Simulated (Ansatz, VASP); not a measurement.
# One calculation of Co, two programs

The input POSCAR:

```
Co
1.0
    2.4715232260      0.0000000000      0.0000000000
   -1.2357616130      2.1404018997      0.0000000000
    0.0000000000      0.0000000000      4.0271144694
Co
2
Direct
    0.3333333333      0.6666666667      0.2500000000
    0.6666666667      0.3333333333      0.7500000000
```

INCAR.step1

```
SYSTEM = Co
PREC = Accurate
ENCUT = 520
ISMEAR = -1
SIGMA = 0.05
LREAL = .FALSE.
LASPH = .TRUE.
NELM = 150
ISPIN = 2
MAGMOM = 1.891 1.891
LMAXMIX = 4
NBANDS = 20
GGA = PE
ALGO = Normal
EDIFF = 1E-4
LWAVE = .TRUE.
LCHARG = .FALSE.
```

Contents of INCAR.step2:

```
SYSTEM = Co
PREC = Accurate
ENCUT = 520
EDIFF = 1E-6
ISMEAR = -1
SIGMA = 0.05
LREAL = .FALSE.
LASPH = .TRUE.
NELM = 150
ALGO = Normal
ISIF = 2
LWAVE = .FALSE.
LCHARG = .FALSE.
ISPIN = 2
MAGMOM = 1.891 1.891
LORBIT = 11
LMAXMIX = 4
METAGGA = R2SCAN
LMIXTAU = .TRUE.
NBANDS = 20
ISTART = 1
```

File KPOINTS:

```
Automatic mesh
0
G
  15 15 8
  0 0 0
```

Input for Ansatz:

```yaml
crystal:
  lattice:
    - [2.471523226, 0.0, 0.0]
    - [-1.235761613, 2.1404018997, 0.0]
    - [0.0, 0.0, 4.0271144694]
  atoms:
    - { symbol: Co, position: [0.3333333333, 0.6666666667, 0.25], spin: 1.891 }
    - { symbol: Co, position: [0.6666666667, 0.3333333333, 0.75], spin: 1.891 }
hamiltonian:
  xc: r2scan
  pseudopotentials:
    kind: paw
    azcp:
      Co: "pseudopotentials/Co.paw.azcp"
basis:
  ecutwfc: 500
  fft_grid_basis: typed
kpoints:
  mp_grid: { grid: [15, 15, 8], shift: [0, 0, 0] }
magnetization:
  spin_polarized: true
scf:
  occupations: { method: fermi_dirac, width: 0.05 }
  lower_state_search: "off"
output:
  stress: true
```

Alike in both runs: task single point; functional r2SCAN; k mesh 15 × 15 × 8; occupations fermi-dirac, width 0.05 eV; collinear spin.

|  | VASP | Ansatz |
| --- | --- | --- |
| version | VASP 6.6.1 | Ansatz 0.2.0 |
| potentials or method | VASP PAW PBE potentials, release 64 (Co), cutoff 520 eV | plane waves (500 eV) with PAW, scalar-relativistic |
| valence electrons in the cell | 18 | 34 |

```csv
,VASP,Ansatz,Ansatz less VASP
pressure (GPa),-1.5,-1.4,+0.19
"traceless stress, the component that is largest in VASP (GPa)",-0.11,-0.21,-0.098
net moment per atom (μB),1.70,1.71,+0.012
size of the moment on the site where the two differ most (μB),1.76,1.85,+0.091
```

VASP's potentials were made for PBE, not for r2SCAN. Site moments also hang on the region over which each program counts them. With one functional, cell and mesh, what is left measures potentials, basis and numerics. VASP's potentials hold 18 valence electrons a cell and Ansatz's 34, so a difference there can come from the potentials and not from the codes. Ansatz's warnings: stability check not made.
